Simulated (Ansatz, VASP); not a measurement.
# AlGa2P3 in VASP and in Ansatz

```
Al Ga P
1.0
     3.74880    0.00000    0.00000
    -1.87440    3.24656    0.00000
     0.00000    0.00000   18.53928
Al Ga P
2 4 6
Cartesian
  1.8744 1.0822 15.4497
  0.0000 2.1644 6.1801
  1.8744 1.0822 3.0902
  1.8744 1.0822 9.2700
  0.0000 2.1644 0.0003
  0.0000 2.1644 12.3599
  1.8744 1.0822 5.4008
  1.8744 1.0822 11.5805
  1.8744 1.0822 17.7603
  0.0000 2.1644 2.3109
  0.0000 2.1644 8.4907
  0.0000 2.1644 14.6704
```

Alike in both runs: task relaxation of cell and atoms; functional PBE; k mesh 6 × 6 × 1; occupations gaussian, width 0.1 eV; no spin polarisation.

|  | VASP | Ansatz |
| --- | --- | --- |
| version | VASP 6.6.1 | Ansatz 0.2.0 |
| potentials or method | VASP PAW PBE potentials, release 64 (Al, Ga_d, P), cutoff 600 eV | scalar-relativistic, plane waves, PAW |
| valence electrons in the cell | 88 | 88 |

|  | VASP | Ansatz | Ansatz less VASP |
| --- | --- | --- | --- |
| gap on the k mesh at the Fermi level, each at its own relaxed structure (eV) | 1.42 | 1.42 | +0.002 |
| relaxed volume (Å³/atom) | 20.84 | 20.87 | +0.033 |
| relaxed cell length with the largest relative difference (Å) | 3.880 | 3.883 | +0.0030 |
